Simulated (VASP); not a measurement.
B3P2: relaxation of cell and atoms with PBE

The system is B3P2.

```
B P
1.0
     3.39427    0.00000    0.00000
    -1.69713    2.93952    0.00000
     0.00000    0.00000    5.28093
B P
3 2
Cartesian
  0.0000 0.0000 0.0000
  0.0000 1.9597 3.4062
  1.6971 0.9798 1.8747
  0.0000 1.9597 1.2938
  1.6971 0.9798 3.9871
```

```json
{"Program": "VASP 6.6.1", "Task": "relaxation of cell and atoms", "Functional": "PBE", "Potentials or basis": "VASP PAW PBE potentials, release 64 (B, P)", "Cutoff": "600 eV", "k mesh": "6 × 6 × 4", "Occupations": "gaussian, width 0.1 eV", "Spin": "no spin polarisation", "Dipole correction": "no", "Further INCAR settings": "ALGO = Normal; EDIFF = 1e-06; IBRION = 2; EDIFFG = -0.04; NSW = 90; ISIF = 3"}
```

```yaml
Relaxed_volume: 10.49 Å³/atom
Relaxed_cell: a = 3.072 Å, b = 3.072 Å, c = 6.415 Å, α = 90.00°, β = 90.00°, γ = 120.00°
Space_group_after_relaxing_to_0.05_Å: P-3m1 (No. 164)
Energy_gained_by_relaxing: 553.7 meV/atom
Ionic_steps: 46
Pressure_after_relaxing: -0.4 GPa
Largest_force_after_relaxing: 0.023 eV/Å
```

Forces in eV/Å, atoms in the order of the input:
```
B    0.000  0.000  0.000
B    0.000  0.000  0.023
B    0.000  0.000 -0.023
P    0.000  0.000 -0.014
P    0.000  0.000  0.014
```

Stress tensor (GPa, compression positive):
```
-0.57  0.00  0.00
 0.00 -0.57  0.00
 0.00  0.00 -0.20
```

The path:
| step | energy change (eV) | largest force (eV/Å) | pressure (GPa) | volume (Å³) |
| --- | --- | --- | --- | --- |
| 1 | 0.0000 | 0.5427 | -2.10 | 52.69 |
| 3 | -0.1743 | 1.2424 | 18.18 | 47.61 |
| 5 | -0.5583 | 0.5710 | -2.12 | 52.72 |
| 7 | -0.5746 | 0.4080 | 0.63 | 51.79 |
| 9 | -0.6101 | 0.1877 | -1.83 | 52.45 |
| 11 | -0.6224 | 0.3134 | 0.96 | 51.33 |
| 13 | -0.6728 | 0.3661 | -0.01 | 50.47 |
| 15 | -1.0648 | 1.7332 | 3.09 | 46.46 |
| 17 | -1.0853 | 2.1932 | 12.84 | 45.17 |
| 19 | -1.1315 | 1.9849 | 6.95 | 45.90 |
| 21 | -1.1486 | 2.0458 | 8.86 | 45.70 |
| 23 | -1.1784 | 2.1606 | 11.88 | 45.47 |
| 25 | -1.3627 | 2.1602 | 13.16 | 45.74 |
| 27 | -2.1647 | 1.6708 | 17.18 | 46.81 |
| 29 | -2.3917 | 1.1620 | 17.95 | 47.35 |
| 31 | -2.6016 | 0.6484 | 10.41 | 49.42 |
| 33 | -2.6655 | 0.5723 | 3.12 | 51.53 |
| 35 | -2.7150 | 0.2224 | 0.33 | 52.26 |
| 37 | -2.7285 | 0.1355 | -0.17 | 52.45 |
| 39 | -2.7272 | 0.9828 | 0.88 | 52.38 |
| 41 | -2.7502 | 0.4436 | 0.17 | 52.45 |
| 43 | -2.7552 | 0.3951 | 0.21 | 52.49 |
| 45 | -2.7666 | 0.1066 | -0.83 | 52.63 |
| 46 | -2.7684 | 0.0228 | -0.45 | 52.44 |

Final structure:
```yaml
crystal:
  lattice:
    - [3.07238, 0.00000, 0.00000]
    - [-1.53619, 2.66076, 0.00000]
    - [0.00000, 0.00000, 6.41457]
  atoms:
    - { symbol: B, position: [0.00000, 0.00000, 0.00000] }
    - { symbol: B, position: [0.33333, 0.66667, 0.47478] }
    - { symbol: B, position: [0.66667, 0.33333, 0.52522] }
    - { symbol: P, position: [0.33333, 0.66667, 0.18074] }
    - { symbol: P, position: [0.66667, 0.33333, 0.81926] }
```

Levels at points of the mesh, in eV from the Fermi level:
| k point | band 8 | band 9 | band 10 | band 11 | band 12 | band 13 |
| --- | --- | --- | --- | --- | --- | --- |
| (0.00, 0.00, 0.00) | 0.03 | 0.03 | 2.60 | 2.60 | 4.68 | 4.68 |
| (0.50, 0.00, 0.00) | -1.37 | -1.18 | -1.17 | 0.91 | 1.70 | 3.49 |
| (0.00, 0.00, 0.50) | 0.83 | 0.83 | 1.30 | 1.30 | 4.46 | 6.22 |
| (0.50, 0.00, 0.50) | -3.64 | -2.25 | -2.01 | 1.52 | 2.41 | 3.89 |

Run time: 4.8 min on 1 thread of Intel(R) Xeon(R) Platinum 8559C (Emerald Rapids), on a shared host, peak memory 0.19 GiB.
